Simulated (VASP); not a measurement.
A run of VASP 6.6.1 is set up as follows.

Contents of INCAR:

```
  ALGO = Normal
  EDIFF = 1E-6
  ENCUT = 520
  GGA = PE
  ISIF = 2
  ISMEAR = -1
  ISYM = 0
  LASPH = T
  LCHARG = T
  LELF = T
  LREAL = Auto
  LVHAR = T
  LWAVE = F
  NBANDS = 63
  NELM = 60
  PREC = Accurate
  SIGMA = 0.1172
```

File KPOINTS:

```
k-points
0
Gamma
  1 1 1
```

File POSCAR:

```
SiO2
1.0
    6.3454790000     -0.1693150000      0.1582820000
   -0.1693150000      6.4741830000     -0.2622240000
    0.1582820000     -0.2622240000      6.3280080000
Si O
6 12
Direct
    0.3945160514      0.5892700564      0.9344899630
    0.1411357993      0.2297070444      0.7724542136
    0.1931889874      0.8533592330      0.2754631366
    0.7752525417      0.3272272938      0.1009575726
    0.8274141654      0.0420607559      0.4629225454
    0.4093734128      0.8866036617      0.6451327679
    0.1940920122      0.6453039598      0.0807410347
    0.7343555506      0.2003453528      0.3012960942
    0.2939020889      0.7371971792      0.4562679729
    0.3099750985      0.0136263661      0.1635477834
    1.0035671788      0.3256189182      1.0103594172
    0.3391643765      0.4041843666      0.7563149771
    0.9484681744      0.8472745460      0.3392388696
    0.6152596774      0.0047602568      0.5898814795
    0.5957369415      0.5045900918      0.0820839983
    0.2091983624      0.9978029414      0.7787442025
    0.5508048006      0.7408055073      0.7934205358
   -0.0394675442      0.2110537701      0.6046173402
```

Potentials or basis: VASP PAW PBE potentials, release 64 (Si, O).

Run with:

```console
$ cat potpaw_PBE.64/Si/POTCAR potpaw_PBE.64/O/POTCAR > POTCAR
$ mpirun -np 1 vasp_gam > vasp.out
```

Problem. Predict the largest force.

Solution. 6.480 eV/Å.

Problem. Predict the pressure.

Solution. 9.1 GPa.

Problem. What does it give for the band gap on the k mesh?

Solution. 1.95 eV.

Forces on the atoms (eV/Å):
```
Si   3.135 -0.515  1.220
Si  -0.152  1.951  2.489
Si  -0.436 -5.424 -1.894
Si  -4.086  2.563  1.417
Si   0.228  0.728 -2.631
Si  -1.819 -4.196  1.792
O    0.027  0.745  0.322
O    0.183  0.063 -1.123
O    1.763  0.335  2.710
O    2.981  5.595 -1.341
O    1.576 -1.762 -3.137
O   -1.763 -2.244 -0.626
O   -3.560  1.441  1.622
O    1.123  2.418 -0.642
O    1.460 -2.419 -0.209
O    1.277 -0.366 -0.861
O   -2.824  0.109  0.583
O    0.887  0.979  0.309
```

Caveat: the k points lie up to 1.00 Å⁻¹ apart.
